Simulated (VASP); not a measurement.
Input of a VASP 6.6.1 run:

The input INCAR:

```
SYSTEM = TiC
  PREC = Accurate
  ENCUT = 520
  EDIFF = 1E-6
  ISMEAR = 0
  SIGMA = 0.1
  LREAL = .False.
  LASPH = .True.
  NELM = 60
  ALGO = Normal
  ISIF = 2
  LWAVE = .False.
  LCHARG = .False.
  GGA = PE
  IVDW = 12
  NBANDS = 15
```

The input KPOINTS:

```
regular mesh
0
Gamma
  16 16 16
  0 0 0
```

Contents of POSCAR:

```
TiC
1.0
    0.0000000000      2.1455796423      2.1455796423
    2.1455796423      0.0000000000      2.1455796423
    2.1455796423      2.1455796423      0.0000000000
Ti C
1 1
Direct
    0.0000000000      0.0000000000      0.0000000000
    0.5000000000      0.5000000000      0.5000000000
```

Potentials or basis: VASP PAW PBE potentials, release 64 (Ti_sv, C).

The run is started by

```console
$ cat potpaw_PBE.64/Ti_sv/POTCAR potpaw_PBE.64/C/POTCAR > POTCAR
$ mpirun -np 1 vasp_std > vasp.out
```

(1) What does it give for the dispersion energy per atom?

(2) Predict the band gap on the k mesh.

(3) Estimate the pressure.

Results:

(1) -0.459 eV.

(2) zero (band 8 reaches 10.45 eV, above the bottom of band 9 at 9.34 eV).

(3) 0.2 GPa.

Caveat: pairwise dispersion overbinds metals, which lowers pressure and volume.
